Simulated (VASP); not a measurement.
Write the native input for VASP 6.6.1 that does the following.

```yaml
Task: single point
Functional: r2SCAN
Potentials_or_basis: VASP PAW PBE potentials, release 64 (Ta_sv_GW, N)
Cutoff: 770 eV
k_mesh: 10 × 10 × 6
Occupations: fermi-dirac, width 0.05 eV
Spin: no spin polarisation
Dipole_correction: no
Further_INCAR_settings: ALGO = Normal; EDIFF = 1e-06; NBANDS = 22
```

Crystal: Ta2N.

```xyz
3
Lattice="3.0709 0.0000 0.0000 -1.5354 2.6595 0.0000 0.0000 0.0000 4.9036" Properties=species:S:1:pos:R:3 pbc="T T T"
Ta    0.0000    1.7730    1.2617
Ta    1.5354    0.8865    3.6420
N     0.0000    0.0000    0.0000
```

One way to write it, as run:

POSCAR

```
Ta2N
1.0
    3.0708767897      0.0000000000      0.0000000000
   -1.5354383949      2.6594573118      0.0000000000
    0.0000000000      0.0000000000      4.9036442980
Ta N
2 1
Direct
    0.3333333333      0.6666666667      0.2572897617
    0.6666666667      0.3333333333      0.7427102383
    0.0000000000      0.0000000000      0.0000000000
```

INCAR.step1

```
  ALGO = Normal
  EDIFF = 1E-5
  ENCUT = 770
  GGA = PE
  GGA_COMPAT = False
  ISMEAR = -1
  LASPH = True
  LCHARG = False
  LREAL = False
  LWAVE = True
  NBANDS = 22
  NELM = 120
  PREC = Accurate
  SIGMA = 0.05
```

INCAR.step2

```
  ALGO = Normal
  EDIFF = 1E-6
  ENCUT = 770
  GGA_COMPAT = False
  ISIF = 2
  ISMEAR = -1
  ISTART = 1
  LASPH = True
  LCHARG = False
  LMIXTAU = True
  LREAL = False
  LWAVE = False
  METAGGA = R2SCAN
  NBANDS = 22
  NELM = 120
  PREC = Accurate
  SIGMA = 0.05
```

KPOINTS

```
k-points
0
Gamma
  10 10 6
```

Potentials or basis: VASP PAW PBE potentials, release 64 (Ta_sv_GW, N).

Launch:

```sh
$ cat potpaw_PBE.64/Ta_sv_GW/POTCAR potpaw_PBE.64/N/POTCAR > POTCAR
$ cp INCAR.step1 INCAR
$ mpirun -np 1 vasp_std > vasp.out
$ cp INCAR.step2 INCAR
$ mpirun -np 1 vasp_std > vasp.out
```

It gave:

```
Pressure               : -0.2 GPa
Largest force          : 0.048 eV/Å
Band gap on the k mesh : zero (an odd number of electrons rules out a gap without spin polarisation)
```

Caveat: the PAW data sets were made with another functional, which shifts forces and pressure a little; spin-orbit coupling is left out, which moves the levels of the heavy elements.

Run time: 8 min on 1 thread of Intel(R) Xeon(R) Platinum 8259CL CPU @ 2.50GHz (Skylake/Cascade Lake) (shared host), peak memory 0.28 GiB.
